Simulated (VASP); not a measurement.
NaI:

```
CELL_PARAMETERS angstrom
0.00000 3.54319 3.54319
3.54319 0.00000 3.54319
3.54319 3.54319 0.00000
ATOMIC_POSITIONS crystal
Na 0.00000 0.00000 0.00000
I 0.25000 0.25000 0.25000
```

Base run:

| Quantity | Value |
| --- | --- |
| Program | VASP 6.6.1 |
| Functional | PBE |
| Potentials or basis | VASP PAW PBE potentials, release 64 (Na_pv, I) |
| Cutoff | 520 eV |
| k mesh | 6 × 6 × 6 |
| Occupations | gaussian, width 0.01 eV |
| Spin | no spin polarisation |

Its results: band gap on the k mesh 3.82 eV, direct; pressure 0.4 GPa.

The run is repeated on the same cell with these changes: functional from PBE to r2SCAN. What comes out?

Band gap on the k mesh 4.42 eV, direct; pressure -0.1 GPa.

r2SCAN gives the wider gap, since meta-GGAs in the generalised Kohn-Sham scheme recover part of the derivative discontinuity.

Caveats: spin-orbit coupling is left out, which moves the levels of the heavy elements; the PAW data sets were made with another functional, which shifts forces and pressure a little (some runs).

